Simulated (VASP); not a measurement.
A run of VASP 6.6.1 is set up as follows.

File INCAR:

```
PREC = Accurate
ENCUT = 520
EDIFF = 1E-6
ISMEAR = 0
SIGMA = 0.15
LREAL = False
LASPH = True
NELM = 80
ALGO = Normal
ISIF = 2
LWAVE = False
LCHARG = False
GGA = PS
NBANDS = 38
```

Contents of KPOINTS:

```
regular mesh
0
Gamma
  12 12 6
```

File POSCAR:

```
TaSi2
1.0
    4.7609902391      0.0000000000      0.0000000000
   -2.3804951195      4.1231384942      0.0000000000
    0.0000000000      0.0000000000      6.3594587496
Ta Si
3 6
Direct
    0.5000000000      0.0000000000      0.0000000000
    0.5000000000      0.5000000000      0.6666666667
    0.0000000000      0.5000000000      0.3333333333
    0.1592827538      0.3185655077      0.0000000000
    0.8407172462      0.1592827538      0.6666666667
    0.6814344923      0.8407172462      0.3333333333
    0.8407172462      0.6814344923      0.0000000000
    0.1592827538      0.8407172462      0.6666666667
    0.3185655077      0.1592827538      0.3333333333
```

Potentials or basis: VASP PAW PBE potentials, release 64 (Ta_pv, Si).

Command:

```bash
$ cat potpaw_PBE.64/Ta_pv/POTCAR potpaw_PBE.64/Si/POTCAR > POTCAR
$ mpirun -np 1 vasp_std > vasp.out
```

Problem. What does it give for the largest force?

Solution. 0.111 eV/Å.

Problem. What does it give for the pressure?

Solution. 7.9 GPa.

Problem. What does it give for the band gap on the k mesh?

Solution. Zero (an odd number of electrons rules out a gap without spin polarisation).

Stress tensor (GPa, compression positive):
```
 3.51  0.00  0.00
 0.00  3.51  0.00
 0.00  0.00 16.62
```

Caveat: the cell differs from its parent crystal (strain +0.000 along x and y, -0.030 along z); the cell stands under pressure; the PAW data sets were made with another functional, which shifts forces and pressure a little; spin-orbit coupling is left out, which moves the levels of the heavy elements.
